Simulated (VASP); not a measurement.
A run of VASP 6.6.1 is set up as follows.

Contents of INCAR:

```
SYSTEM = Si16B
ALGO = Normal
EDIFF = 1E-6
ENCUT = 520
ISIF = 2
ISMEAR = -1
ISPIN = 2
LASPH = .True.
LCHARG = .False.
LORBIT = 11
LREAL = Auto
LWAVE = .False.
MAGMOM = 0 0 0 0 0 0 0 0 0 0 0 0 0 0 0 0 0
NBANDS = 52
NELM = 150
PREC = Accurate
SIGMA = 0.05
```

The input KPOINTS:

```
k-points
0
Gamma
  2 2 2
  0 0 0
```

Contents of POSCAR:

```
Si16B
1.0
    0.0000000000      5.4300000000      5.4300000000
    5.4300000000      0.0000000000      5.4300000000
    5.4300000000      5.4300000000      0.0000000000
Si B
16 1
Direct
    0.0007734807      0.0164640884     -0.0255985267
    0.1818876611      0.0872283610      0.1164364641
    0.0044843462     -0.0260865562      0.4994383057
    0.1965285451      0.1067311234      0.5552762431
    0.0256906077      0.4696869245      0.0179742173
    0.1093922652      0.6571823204      0.1372928177
   -0.0237753223      0.4787476980      0.4653591160
    0.0936372007      0.6121086556      0.6381860037
    0.5196500921     -0.0517863720      0.1588766114
    0.6383885820      0.2411141805      0.1114825046
    0.5801657459      0.0003683241      0.4341252302
    0.6555248619      0.0564456722      0.6961325967
    0.4642909761      0.6426335175     -0.0848434622
    0.6404419890      0.5785635359      0.1266298343
    0.4630570902      0.4619521179      0.4863351750
    0.6205432781      0.6103222836      0.5635082873
    0.4313167587      0.8975046041      0.9581860037
```

Potentials or basis: VASP PAW LDA potentials, release 64 (Si, B).

Launch:

```bash
$ cat potpaw_LDA.64/Si/POTCAR potpaw_LDA.64/B/POTCAR > POTCAR
$ mpirun -np 1 vasp_std > vasp.out
```

Question: Predict the net moment.

Answer: 0.00 μB per cell.

Question: Predict the pressure.

Answer: -3.3 GPa.

Question: Predict the largest force.

Answer: 3.413 eV/Å.

Forces on the atoms (eV/Å):
```
Si   0.414 -1.041  1.344
Si   1.113 -0.889 -0.990
Si  -0.524  0.726  1.479
Si   0.924  0.070 -1.243
Si   0.053 -0.755  0.575
Si  -1.984 -1.551  0.413
Si   1.053  3.244 -0.126
Si  -1.035  0.047 -1.108
Si  -0.170  0.229  0.480
Si  -1.398 -0.931  0.982
Si   1.228  1.151 -1.602
Si   0.739 -2.293 -1.030
Si  -0.647 -0.350 -0.666
Si   0.234  0.927  0.670
Si   0.358  1.656 -0.285
Si   1.032 -1.061 -0.313
B   -1.392  0.821  1.419
```

Caveat: the k points lie up to 0.50 Å⁻¹ apart; no moment was typed at the start, so none could form.
